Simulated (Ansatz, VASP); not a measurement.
One calculation of K2Ca3Cl, two programs

Contents of INCAR:

```
SYSTEM = K2Ca3Cl
ALGO     = Normal         ! electronic algorithm
EDIFF    = 1E-6           ! SCF threshold, eV
EDIFFG   = -0.01          ! ionic threshold
ENCUT    = 600            ! plane-wave cutoff, eV
GGA      = PE             ! functional
IBRION   = 2              ! ionic algorithm
ISIF     = 3              ! what is computed and relaxed
ISMEAR   = 0              ! smearing method
LASPH    = .True.         ! aspherical terms in the spheres
LCHARG   = .False.        ! write CHGCAR
LREAL    = .False.        ! projectors in reciprocal space
LWAVE    = .False.        ! write WAVECAR
NELM     = 80             ! most SCF steps
NSW      = 100            ! ionic steps
PREC     = Accurate       ! precision mode
SIGMA    = 0.1            ! smearing width, eV
```

KPOINTS

```
k-points
0
Gamma
  10 10 2
  0 0 0
```

File POSCAR:

```
K2Ca3Cl
1.0
    4.0086902521      0.0000000000      0.0000000000
    0.0000000000      4.0086902521      0.0000000000
    0.0000000000      0.0000000000     17.6242869418
K Ca Cl
2 3 1
Direct
    0.0000000000      0.5000000000      0.7648709858
    0.5000000000      0.0000000000      0.2351290142
    0.5000000000      0.5000000000      0.0000000000
    0.0000000000      0.5000000000      0.4254905352
    0.5000000000      0.0000000000      0.5745094648
    0.0000000000      0.0000000000      0.0000000000
```

Input for Ansatz:

```yaml
crystal:
  lattice:
    - [4.0086902521, 0.0, 0.0]
    - [0.0, 4.0086902521, 0.0]
    - [0.0, 0.0, 17.6242869418]
  atoms:
    - { symbol: K, position: [0.0, 0.5, 0.7648709858] }
    - { symbol: K, position: [0.5, 0.0, 0.2351290142] }
    - { symbol: Ca, position: [0.5, 0.5, 0.0] }
    - { symbol: Ca, position: [0.0, 0.5, 0.4254905352] }
    - { symbol: Ca, position: [0.5, 0.0, 0.5745094648] }
    - { symbol: Cl, position: [0.0, 0.0, 0.0] }
basis:
  ecutwfc: 420
kpoints:
  mp_grid: { grid: [10, 10, 2] }
hamiltonian:
  xc: pbe
scf:
  occupations: { method: gaussian, width: 0.1 }
output:
  forces: true
  stress: true
  eigenvalues: true
relax:
  adjacent_minimum: "off"
  f_tol: 0.01
  max_steps: 80
  cell: { stress_tol: 0.05 }
```

Change from the starting cell: species swapped into the Hf2CuSb3 type (P-4m2, No. 115).

Alike in both runs: task relaxation of cell and atoms; functional PBE; k mesh 10 × 10 × 2; occupations gaussian, width 0.1 eV; no spin polarisation.

```csv
,VASP,Ansatz
version,VASP 6.6.1,Ansatz 0.2.0
potentials or method,"VASP PAW PBE potentials, release 64 (K_sv, Ca_sv, Cl), cutoff 600 eV","scalar-relativistic, plane waves, PAW"
valence electrons in the cell,55,55
```

|  | VASP | Ansatz | Ansatz less VASP |
| --- | --- | --- | --- |
| gap on the k mesh at the Fermi level, each at its own relaxed structure (eV) | none | none | - |
| relaxed volume (Å³/atom) | 47.54 | 47.33 | -0.207 |
| relaxed cell length with the largest relative difference (Å) | 17.704 | 17.665 | -0.0389 |

A gap of «none» marks a metal or a gap that the smearing closes.
